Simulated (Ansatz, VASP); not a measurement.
CdSe: VASP and Ansatz over several settings

```
CELL_PARAMETERS angstrom
4.38434 0.00000 0.00000
-2.19217 3.79695 0.00000
0.00000 0.00000 7.15768
ATOMIC_POSITIONS crystal
Cd 0.66667 0.33333 0.50000
Cd 0.33333 0.66667 0.00000
Se 0.66667 0.33333 0.88500
Se 0.33333 0.66667 0.38500
```

Single points on this cell with VASP 6.6.1 and Ansatz 0.2.0. Each row is one pair of runs. Alike in all rows: k mesh: 7 × 7 × 4; smearing: fermi-dirac, width 0.05 eV; VASP's potentials, cutoff: VASP PAW PBE potentials, release 64 (Cd, Se), 520 eV; Ansatz's potentials, cutoff: Ansatz PAW, 420 eV.

| level | spin | gap on the k mesh at the Fermi level (eV), VASP | gap on the k mesh at the Fermi level (eV), Ansatz | least direct gap on the mesh (eV), VASP | least direct gap on the mesh (eV), Ansatz | pressure (GPa), VASP | pressure (GPa), Ansatz |
| --- | --- | --- | --- | --- | --- | --- | --- |
| revPBE+D3(BJ) | off | 0.70 | 0.70 | 0.70 | 0.70 | -2.0 | -2.3 |
| PBEsol | non-collinear, zero start, SOC | - | - | - | - | -2.3 | -2.5 |
| PBE exchange alone | off | 0.52 | 0.53 | 0.52 | 0.53 | 7.4 | 7.2 |
| RPBE+D4 | off | 0.74 | 0.74 | 0.74 | 0.74 | -1.4 | -1.7 |

Gap on the k mesh at the fermi level (eV): the two programs differ by at most 0.004; least direct gap on the mesh (eV): the two programs differ by at most 0.004; pressure (GPa): the two programs differ by at most 0.28.

VASP's potentials hold 36 valence electrons a cell and Ansatz's 72, so a difference there can come from the potentials and not from the codes.

Noted on Ansatz's runs: odd divisions of the mesh miss points on the zone boundary, where band edges often lie, so the gap on the mesh can be too wide.
